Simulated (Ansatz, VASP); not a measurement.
# LaGa2 in VASP and in Ansatz

INCAR

```
ALGO = Normal
EDIFF = 1E-7
EDIFFG = -0.005
ENCUT = 600
GGA = CA
IBRION = 2
ISIF = 3
ISMEAR = -1
LASPH = T
LCHARG = F
LREAL = F
LWAVE = F
NELM = 100
NSW = 100
PREC = Accurate
SIGMA = 0.05
```

The input KPOINTS:

```
k-points
0
Gamma
  9 9 8
```

File POSCAR:

```
LaGa2
1.0
    4.4322576538      0.0000000000      0.0000000000
   -2.2161288269      3.8384477242      0.0000000000
    0.0000000000      0.0000000000      4.5307522683
La Ga
1 2
Direct
    0.0000000000      0.0000000000      0.0000000000
    0.3333333333      0.6666666667      0.5000000000
    0.6666666667      0.3333333333      0.5000000000
```

Input for Ansatz:

```yaml
crystal:
  lattice:
    - [4.4322576538, 0.0, 0.0]
    - [-2.2161288269, 3.8384477242, 0.0]
    - [0.0, 0.0, 4.5307522683]
  atoms:
    - { symbol: La, position: [0.0, 0.0, 0.0] }
    - { symbol: Ga, position: [0.3333333333, 0.6666666667, 0.5] }
    - { symbol: Ga, position: [0.6666666667, 0.3333333333, 0.5] }
kpoints:
  mp_grid: { grid: [9, 9, 8] }
scf:
  occupations: { method: fermi_dirac, width: 0.05 }
hamiltonian:
  xc: lda
  pseudopotentials: { kind: all_electron, lapw: { basis_error: 0.001 } }
output:
  forces: true
  stress: true
relax:
  f_tol: 0.005
  max_steps: 80
  cell: {}
```

Alike in both runs: task relaxation of cell and atoms; functional LDA; k mesh 9 × 9 × 8; occupations fermi-dirac, width 0.05 eV; no spin polarisation.

```csv
,VASP,Ansatz
version,VASP 6.6.1,Ansatz 0.2.0
potentials or method,"VASP PAW LDA potentials, release 64 (La, Ga_d), cutoff 600 eV","all-electron LAPW, scalar-relativistic"
```

```csv
,VASP,Ansatz,Ansatz less VASP
relaxed volume (Å³/atom),22.44,22.42,-0.022
relaxed length of the cell vector where the two differ most in proportion (Å),4.228,4.225,-0.0029
```

LDA's correlation is that of Perdew and Zunger in VASP and of Perdew and Wang (1992) in Ansatz. Ansatz ran all-electron here, and VASP with PAW potentials.

Neither program's run includes spin-orbit coupling.
